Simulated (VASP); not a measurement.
# CdF2 (Fm-3m) in VASP: notebook, part 2 of 2

VASP 6.6.1.

### 3 Single point, PBEsol

INCAR reads:

```
SYSTEM = CdF2
PREC = Accurate
ENCUT = 520
EDIFF = 1E-6
ISMEAR = 0
SIGMA = 0.05
LREAL = .False.
LASPH = .True.
NELM = 100
ALGO = Normal
ISIF = 2
LWAVE = .False.
LCHARG = .False.
GGA = PS
NBANDS = 20
```

KPOINTS reads:

```
Automatic mesh
0
Gamma
  8 8 8
  0 0 0
```

POSCAR reads:

```
CdF2
1.0
    0.0000000000      2.6940000000      2.6940000000
    2.6940000000      0.0000000000      2.6940000000
    2.6940000000      2.6940000000      0.0000000000
Cd F
1 2
Direct
    0.0000000000      0.0000000000      0.0000000000
    0.2500000000      0.2500000000      0.2500000000
    0.7500000000      0.7500000000      0.7500000000
```

Potentials or basis: VASP PAW PBE potentials, release 64 (Cd, F).

Command:

```bash
$ cat potpaw_PBE.64/Cd/POTCAR potpaw_PBE.64/F/POTCAR > POTCAR
$ mpirun -np 1 vasp_std > vasp.out
```

OUTCAR:

```text
SYSTEM = CdF2
   PREC = Accurate
   ENCUT = 520
   EDIFF = 1E-6
   ISMEAR = 0
   LREAL = .False.
   LASPH = .True.
   NELM = 100
   ISIF = 2
   GGA = PS

 ion  position               nearest neighbor table
   1  0.000  0.000  0.000-   3 2.33   3 2.33   3 2.33   2 2.33   3 2.33   2 2.33   2 2.33   2 2.33

   2  0.250  0.250  0.250-   1 2.33   1 2.33   1 2.33   1 2.33
   3  0.750  0.750  0.750-   1 2.33   1 2.33   1 2.33   1 2.33

  LATTYP: Found a face centered cubic cell.
 ALAT       =     5.3880000000

  Lattice vectors:

 A1 = (   0.0000000000,   2.6940000000,   2.6940000000)
 A2 = (   2.6940000000,   0.0000000000,   2.6940000000)
 A3 = (   2.6940000000,   2.6940000000,   0.0000000000)

Analysis of symmetry for initial positions (statically):
=====================================================================
 Subroutine PRICEL returns:
 Original cell was already a primitive cell.

 Routine SETGRP: Setting up the symmetry group for a
 face centered cubic supercell.

 Subroutine GETGRP returns: Found 48 space group operations
 (whereof 48 operations were pure point group operations)
 out of a pool of 48 trial point group operations.

The static configuration has the point symmetry O_h .

Analysis of symmetry for dynamics (positions and initial velocities):
=====================================================================
 Subroutine PRICEL returns:
 Original cell was already a primitive cell.

 Routine SETGRP: Setting up the symmetry group for a
 face centered cubic supercell.

 Subroutine GETGRP returns: Found 48 space group operations
 (whereof 48 operations were pure point group operations)
 out of a pool of 48 trial point group operations.

The dynamic configuration has the point symmetry O_h .

 Subroutine INISYM returns: Found 48 space group operations
 (whereof 48 operations are pure point group operations),
 and found     1 'primitive' translations

----------------------------------------------------------------------------------------

                                     Primitive cell

  volume of cell :      39.1041

  direct lattice vectors                    reciprocal lattice vectors
     0.000000000  2.694000000  2.694000000    -0.185597624  0.185597624  0.185597624
     2.694000000  0.000000000  2.694000000     0.185597624 -0.185597624  0.185597624
     2.694000000  2.694000000  0.000000000     0.185597624  0.185597624 -0.185597624

  length of vectors
     3.809891337  3.809891337  3.809891337     0.321464515  0.321464515  0.321464515

  position of ions in fractional coordinates (direct lattice)
     0.000000000  0.000000000  0.000000000
     0.250000000  0.250000000  0.250000000
     0.750000000  0.750000000  0.750000000

  ion indices of the primitive-cell ions
   primitive index   ion index
                 1           1
                 2           2
                 3           3

----------------------------------------------------------------------------------------

 KPOINTS: Automatic mesh

Automatic generation of k-mesh.
 Grid dimensions read from file:
 generate k-points for:    8    8    8

 Generating k-lattice:

  Cartesian coordinates                     Fractional coordinates (reciprocal lattice)
    -0.023199703  0.023199703  0.023199703     0.125000000  0.000000000  0.000000000
     0.023199703 -0.023199703  0.023199703     0.000000000  0.125000000  0.000000000
     0.023199703  0.023199703 -0.023199703     0.000000000  0.000000000  0.125000000

  Length of vectors
     0.040183064  0.040183064  0.040183064

  Shift w.r.t. Gamma in fractional coordinates (k-lattice)
     0.000000000  0.000000000  0.000000000

 Subroutine IBZKPT returns following result:
 ===========================================

 Found     29 irreducible k-points:

 Following reciprocal coordinates:
            Coordinates               Weight
  0.000000  0.000000  0.000000      1.000000
  0.125000  0.000000  0.000000      8.000000
  0.250000  0.000000  0.000000      8.000000
  0.375000  0.000000  0.000000      8.000000
  0.500000  0.000000  0.000000      4.000000
  0.125000  0.125000  0.000000      6.000000
[... 16 lines left out ...]
  0.500000  0.250000  0.125000     48.000000
 -0.375000  0.250000  0.125000     24.000000
 [... further k-points ...]
   k-points           NKPTS =     29   k-points in BZ     NKDIM =     29   number of bands    NBANDS=     20
   number of dos      NEDOS =    301   number of ions     NIONS =      3
   total plane-waves  NPLWV =  21952
   dimension x,y,z NGX =    28 NGY =   28 NGZ =   28
   dimension x,y,z NGXF=    56 NGYF=   56 NGZF=   56
   ions per type =               1   2
   NGX,Y,Z   is equivalent  to a cutoff of  12.22, 12.22, 12.22 a.u.
   NGXF,Y,Z  is equivalent  to a cutoff of  24.44, 24.44, 24.44 a.u.
 SYSTEM =  CdF2
   PREC   = accura    normal or accurate (medium, high low for compatibility)
   ISTART =      0    job   : 0-new  1-cont  2-samecut
   ICHARG =      2    charge: 1-file 2-atom 10-const
   ISPIN  =      1    spin polarized calculation?
   LNONCOLLINEAR =      F non collinear calculations
   LSORBIT =      F    spin-orbit coupling
   LASPH  =      T    aspherical Exc in radial PAW
   ENCUT  =  520.0 eV  38.22 Ry    6.18 a.u.   7.08  7.08  7.08*2*pi/ulx,y,z
   NELM   =    100;   NELMIN=  2; NELMDL= -5     # of ELM steps
   EDIFF  = 0.1E-05   stopping-criterion for ELM
   LREAL  =      F    real-space projection
   EDIFFG = 0.1E-04   stopping-criterion for IOM
   NSW    =      0    number of steps for IOM
   IBRION =     -1    ionic relax: 0-MD 1-quasi-New 2-CG
   NFREE  =      0    steps in history (QN), initial steepest desc. (CG)
   ISIF   =      2    stress and relaxation
   ISYM   =      2    0-nonsym 1-usesym 2-fastsym
   POTIM  = 0.5000    time-step for ionic-motion
   TEBEG  =    0.0;   TEEND  =   0.0 temperature during run
   PSTRESS=    0.0 pullay stress
   NELECT =      26.0000    total number of electrons
   NUPDOWN=      -1.0000    fix difference up-down
   EMIN   =  10.00;   EMAX   =-10.00  energy-range for DOS
   EFERMI =   0.00;   METHOD = LEGACY
   ISMEAR =     0;   SIGMA  =   0.05  broadening in eV -4-tet -1-fermi 0-gaus
   EFERMI_NEDOS =   21; number of points for ismear=-14 and -15
   IALGO  =     38    algorithm
   IMIX   =      4    mixing-type and parameters
     AMIX     =   0.40;   BMIX     =  1.00
     AMIX_MAG =   1.60;   BMIX_MAG =  1.00
  volume/ion in A,a.u.               =      13.03        87.96
  Fermi-wavevector in a.u.,A,eV,Ry     =   1.428867  2.700166 27.778468  2.041660
  Thomas-Fermi vector in A             =   2.548882
   LORBIT       =      0    0 simple, 1 ext, 2 COOP (PROOUT), +10 PAW based schemes
   GGA     = PS    functional components
   LHFCALC =     F    Hartree Fock is set to
   AEXX    =    0.0000 exact exchange contribution
   IVDW    =     0    specifies the selected vdW correction
   LEPSILON=     F    determine dielectric tensor
   LRPA    =     F    only Hartree local field effects (RPA)
 non-spin polarized calculation
 Gauss-broadening in eV      SIGMA  =   0.05
  energy-cutoff  :      520.00
  volume of cell :       39.10
 maximum number of plane-waves:      1067
   NGX = 15   NGY = 15   NGZ = 15

 number of electron      25.9999990 magnetization

 Free energy of the ion-electron system (eV)
  ---------------------------------------------------
  ext. energy  EPLUGINS =         0.00000000
  ---------------------------------------------------
  free energy    TOTEN  =       -11.59306411 eV

  energy without entropy =      -11.59306411  energy(sigma->0) =      -11.59306411

 E-fermi :  -1.2198     XC(G=0): -10.7080

 val. band max:       -1.4437148866   @ k =  -0.2500   0.5000   0.2500
 cond. band min:       1.4596880137   @ k =   0.0000   0.0000   0.0000
 fundamental gap:      2.9034029003
 Fermi energy:        -1.2198402338

 k-point     1 :       0.0000    0.0000    0.0000
  band No.  band energies     occupation
      1     -22.1605      2.00000
      2     -21.0249      2.00000
      3      -7.0716      2.00000
      4      -7.0716      2.00000
      5      -7.0716      2.00000
      6      -5.8198      2.00000
[... 12 lines left out ...]
     19      18.2283      0.00000
[... 513 lines left out ...]
      4      -6.4914      2.00000
      5      -5.8873      2.00000
      6      -5.8599      2.00000
[... 12 lines left out ...]
     19      17.0697      0.00000
     20      20.6229      0.00000

 [... further k-points ...]

------------------------ aborting loop because EDIFF is reached ----------------------------------------

  FORCE on cell =-STRESS in cart. coord.  units (eV):
  Direction    XX          YY          ZZ          XY          YZ          ZX
  --------------------------------------------------------------------------------------
  -------------------------------------------------------------------------------------
  Total        0.1300258      0.1300258      0.1300258     -0.0000000     -0.0000000      0.0000000
  in kB        5.3274258      5.3274258      5.3274258     -0.0000000     -0.0000000      0.0000000
  external PRESSURE =       5.3274258 kB  Pullay stress =       0.0000000 kB

 VOLUME and BASIS-vectors are now :
 -----------------------------------------------------------------------------
  energy-cutoff  :      520.00
  volume of cell :       39.10
      direct lattice vectors                 reciprocal lattice vectors
     0.000000000  2.694000000  2.694000000    -0.185597624  0.185597624  0.185597624
     2.694000000  0.000000000  2.694000000     0.185597624 -0.185597624  0.185597624
     2.694000000  2.694000000  0.000000000     0.185597624  0.185597624 -0.185597624

 POSITION                                       TOTAL-FORCE (eV/Angst)
 -----------------------------------------------------------------------------------
      0.00000      0.00000      0.00000        -0.000000      0.000000      0.000000
      1.34700      1.34700      1.34700        -0.000000     -0.000000     -0.000000
      4.04100      4.04100      4.04100         0.000000      0.000000      0.000000
 -----------------------------------------------------------------------------------
    total drift:                                0.000000      0.000000      0.000000

  FREE ENERGIE OF THE ION-ELECTRON SYSTEM (eV)
  ---------------------------------------------------
  free  energy   TOTEN  =       -11.5930641055 eV

  energy  without entropy=      -11.5930641055  energy(sigma->0) =      -11.59306411
```

OSZICAR:

```text
N       E                     dE             d eps       ncg     rms          rms(c)
DAV:   1     0.198134499445E+03    0.19813E+03   -0.15446E+04  1192   0.132E+03
DAV:   2    -0.472402892125E+01   -0.20286E+03   -0.19399E+03  1260   0.346E+02
DAV:   3    -0.129878349949E+02   -0.82638E+01   -0.82424E+01  1332   0.768E+01
DAV:   4    -0.130224082610E+02   -0.34573E-01   -0.34572E-01  1216   0.515E+00
DAV:   5    -0.130225294491E+02   -0.12119E-03   -0.12119E-03  1344   0.275E-01    0.948E+00
DAV:   6    -0.115851502442E+02    0.14374E+01   -0.32119E+00  1468   0.353E+01    0.729E+00
DAV:   7    -0.116136186206E+02   -0.28468E-01   -0.73969E-01  1204   0.763E+00    0.425E+00
DAV:   8    -0.116022015503E+02    0.11417E-01   -0.14489E-01  1192   0.351E+00    0.705E-01
DAV:   9    -0.115924181754E+02    0.97834E-02   -0.33077E-02  1420   0.227E+00    0.949E-02
DAV:  10    -0.115929329140E+02   -0.51474E-03   -0.32883E-03  1192   0.559E-01    0.104E-01
DAV:  11    -0.115930357819E+02   -0.10287E-03   -0.11173E-04  1256   0.110E-01    0.440E-02
DAV:  12    -0.115930607403E+02   -0.24958E-04   -0.84594E-05  1180   0.763E-02    0.196E-02
DAV:  13    -0.115930640527E+02   -0.33124E-05   -0.81701E-06  1256   0.289E-02    0.715E-03
DAV:  14    -0.115930641055E+02   -0.52827E-07   -0.41178E-07  1008   0.847E-03
   1 F= -.11593064E+02 E0= -.11593064E+02  d E =-.649905E-12
```

stdout:

```text
POSCAR found type information on POSCAR CdF
 POSCAR found :  2 types and       3 ions
 scaLAPACK will be used
 -----------------------------------------------------------------------------
|                                                                             |
|                                                                             |
|     You enforced a specific xc type in the INCAR file but a different       |
|     I HOPE YOU KNOW WHAT YOU ARE DOING!                                     |
|                                                                             |
 -----------------------------------------------------------------------------

 LDA part: xc-table for (Slater+PW92), standard interpolation
 POSCAR, INCAR and KPOINTS ok, starting setup
 FFT: planning ... GRIDC
 FFT: planning ... GRID_SOFT
 FFT: planning ... GRID
 WAVECAR not read
 entering main loop
```

Run time: 13 s. Hardware: 1 thread of Intel Xeon Platinum 8488C (Sapphire Rapids), shared host; peak memory 0.16 GiB.

What came out:

```
Free energy            : -11.5931 eV
Pressure               : 0.5 GPa
Band gap on the k mesh : 2.90 eV, indirect (least direct gap 3.39 eV)
```

Caveat: the PAW data sets were made with another functional, which shifts forces and pressure a little. A k mesh can miss the band edges.
